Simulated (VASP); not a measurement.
Nb:

```
Nb
1.0
     0.00000    2.14283    2.14283
     2.14283    0.00000    2.14283
     2.14283    2.14283    0.00000
Nb
1
Direct
  0.00000 0.00000 0.00000
```

Base run:

```yaml
Program: VASP 6.6.1
Functional: r2SCAN
Potentials_or_basis: VASP PAW PBE potentials, release 64 (Nb_sv)
Cutoff: 520 eV
k_mesh: 11 × 11 × 11
Occupations: fermi-dirac, width 0.05 eV
Spin: no spin polarisation
```

Its results: pressure -8.2 GPa.

The run is repeated on the same cell with these changes: functional from r2SCAN to PBE; further incar settings from ALGO = Normal; EDIFF = 1e-07; NBANDS = 12 to ALGO = Normal; EDIFF = 1e-06; NBANDS = 12. What comes out?

Pressure -7.8 GPa.

Caveats: the PAW data sets were made with another functional, which shifts forces and pressure a little (some runs).
